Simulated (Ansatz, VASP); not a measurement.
Two plane-wave programs on Rh

```
Rh
1.0
     0.00000    2.00740    1.70629
     2.00740    0.00000    1.70629
     2.00740    2.00740    0.00000
Rh
1
Cartesian
  0.0000 0.0000 0.0000
```

Alike in both runs: task single point; functional LDA; k mesh 24 × 24 × 24; occupations gaussian, width 0.15 eV; no spin polarisation.

```csv
,VASP,Ansatz
version,VASP 6.6.1,Ansatz 0.2.0
potentials or method,"VASP PAW LDA potentials, release 64 (Rh_pv), cutoff 520 eV","scalar-relativistic, plane waves, PAW"
valence electrons in the cell,15,17
```

```csv
,VASP,Ansatz,Ansatz less VASP
gap on the k mesh at the Fermi level (eV),none,none,-
pressure (GPa),-7.2,-7.9,-0.65
"traceless stress, the component that is largest in VASP (GPa)",19.25,19.30,+0.048
```

LDA's correlation is that of Perdew and Zunger in VASP and of Perdew and Wang (1992) in Ansatz. A gap of «none» marks a metal or a gap that the smearing closes. VASP's potentials hold 15 valence electrons a cell and Ansatz's 17, so a difference there can come from the potentials and not from the codes.
